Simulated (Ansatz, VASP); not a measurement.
# Al2Cu: VASP beside Ansatz

File INCAR:

```
SYSTEM = Al2Cu
PREC = Accurate
ENCUT = 520
EDIFF = 1E-7
ISMEAR = 0
SIGMA = 0.15
LREAL = .FALSE.
LASPH = .TRUE.
NELM = 100
ALGO = Fast
ISIF = 2
LWAVE = .FALSE.
LCHARG = .FALSE.
GGA = PS
NBANDS = 16
```

Contents of KPOINTS:

```
regular mesh
0
G
  12 12 16
  0 0 0
```

The input POSCAR:

```
Al2Cu
1.0
    4.1454347794      0.0000000000      0.0000000000
    0.0000000000      4.1454347794      0.0000000000
    0.0000000000      0.0000000000      2.8463947513
Al Cu
2 1
Direct
    0.5000000000      0.0000000000      0.5000000000
    0.0000000000      0.5000000000      0.5000000000
    0.0000000000      0.0000000000      0.0000000000
```

Input for Ansatz:

```yaml
crystal:
  lattice:
    - [4.1454347794, 0.0, 0.0]
    - [0.0, 4.1454347794, 0.0]
    - [0.0, 0.0, 2.8463947513]
  atoms:
    - { symbol: Al, position: [0.5, 0.0, 0.5] }
    - { symbol: Al, position: [0.0, 0.5, 0.5] }
    - { symbol: Cu, position: [0.0, 0.0, 0.0] }
basis:
  ecutwfc: 420
kpoints:
  mp_grid: { grid: [12, 12, 16] }
hamiltonian:
  xc: pbesol
scf:
  occupations: { method: gaussian, width: 0.15 }
output:
  forces: true
  stress: true
  eigenvalues: true
  write_density: true
  write_potential: true
  elf: true
  volumetric_format: npy
```

Change from the starting cell: strain +0.015 along x and y, +0.000 along z, atoms carried along.

Alike in both runs: task single point; functional PBEsol; k mesh 12 × 12 × 16; occupations gaussian, width 0.15 eV; no spin polarisation.

|  | VASP | Ansatz |
| --- | --- | --- |
| version | VASP 6.6.1 | Ansatz 0.2.0 |
| potentials or method | VASP PAW PBE potentials, release 64 (Al, Cu), cutoff 520 eV | scalar-relativistic, plane waves, PAW |
| valence electrons in the cell | 17 | 25 |

|  | VASP | Ansatz | Ansatz less VASP |
| --- | --- | --- | --- |
| gap on the k mesh at the Fermi level (eV) | none | none | - |
| pressure (GPa) | -2.7 | -2.6 | +0.06 |
| traceless stress, the component that is largest in VASP (GPa) | 0.48 | 0.49 | +0.013 |

VASP's potentials were made for PBE, not for PBEsol. A gap of «none» marks a metal or a gap that the smearing closes. With one functional, cell and mesh, what is left measures potentials, basis and numerics. VASP's potentials hold 17 valence electrons a cell and Ansatz's 25, so a difference there can come from the potentials and not from the codes.
